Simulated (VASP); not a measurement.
## CdS (Hawleyite): single point with LDA

The system is CdS (Hawleyite).

```
CELL_PARAMETERS angstrom
0.00000 2.95488 2.95488
2.95488 0.00000 2.95488
2.95488 2.95488 0.00000
ATOMIC_POSITIONS crystal
Cd 0.00000 0.00000 0.00000
S 0.25000 0.25000 0.25000
```

```
Program                : VASP 6.6.1
Task                   : single point
Functional             : LDA
Potentials or basis    : VASP PAW LDA potentials, release 64 (Cd, S)
Cutoff                 : 520 eV
k mesh                 : 6 × 6 × 6
Occupations            : gaussian, width 0.01 eV
Spin                   : no spin polarisation
Dipole correction      : no
Further INCAR settings : ALGO = Normal; EDIFF = 1e-06; NBANDS = 16
```

* Pressure: -4.1 GPa
* Band gap on the k mesh: 0.80 eV, direct

Levels at points of the mesh, in eV from the valence-band top:
| k point | band 6 | band 7 | band 8 | band 9 | band 10 | band 11 | band 12 | band 13 |
| --- | --- | --- | --- | --- | --- | --- | --- | --- |
| (0.00, 0.00, 0.00) | -7.21 | 0.00 | 0.00 | 0.00 | 0.80 | 6.36 | 6.36 | 6.36 |
| (0.50, 0.00, 0.00) | -6.86 | -4.29 | -0.71 | -0.71 | 2.72 | 6.83 | 6.83 | 7.10 |
| (0.50, 0.50, 0.00) | -6.80 | -3.89 | -1.79 | -1.79 | 3.37 | 4.11 | 8.79 | 10.31 |

Wall time 7.8 s on 1 thread of AMD EPYC 9R45 96-Core Processor (Zen 5), on a shared host, peak memory 0.12 GiB.

As with any semilocal functional, this LDA gap is likely too small.
